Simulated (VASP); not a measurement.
AgIr2:

```
CELL_PARAMETERS angstrom
4.45166 0.00000 0.00000
-2.22583 3.85525 0.00000
0.00000 0.00000 2.77552
ATOMIC_POSITIONS crystal
Ag 0.00000 0.00000 0.00000
Ir 0.33333 0.66667 0.50000
Ir 0.66667 0.33333 0.50000
```

| Item | Value |
| --- | --- |
| Program | VASP 6.6.1 |
| Task | relaxation of cell and atoms |
| Functional | PBE |
| Potentials or basis | VASP PAW PBE potentials, release 64 (Ag, Ir) |
| Cutoff | 600 eV |
| k mesh | 12 × 12 × 16 |
| Occupations | gaussian, width 0.1 eV |
| Spin | no spin polarisation |

At the start: pressure -0.6 GPa; volume 15.88 Å³/atom.

**Question.** How do energy, volume and symmetry change on relaxing?

**Answer.** Over 5 steps the energy falls by 2.1 meV/atom and the volume is 15.80 Å³/atom (-0.5 %); space group P6/mmm (No. 191, to 0.1 Å) before and after.

Step by step:
```csv
step,energy change (eV),largest force (eV/Å),pressure (GPa),volume (Å³)
1,0.0000,0.0000,-0.64,47.63
2,-0.0055,0.0000,1.10,47.19
3,-0.0057,0.0000,0.85,47.25
4,-0.0045,0.0000,-1.40,47.69
5,-0.0063,0.0000,0.02,47.41
```

Final structure:
```
CELL_PARAMETERS angstrom
4.46995 0.00000 0.00000
-2.23497 3.87109 0.00000
0.00000 0.00000 2.73989
ATOMIC_POSITIONS crystal
Ag 0.00000 0.00000 0.00000
Ir 0.33333 0.66667 0.50000
Ir 0.66667 0.33333 0.50000
```
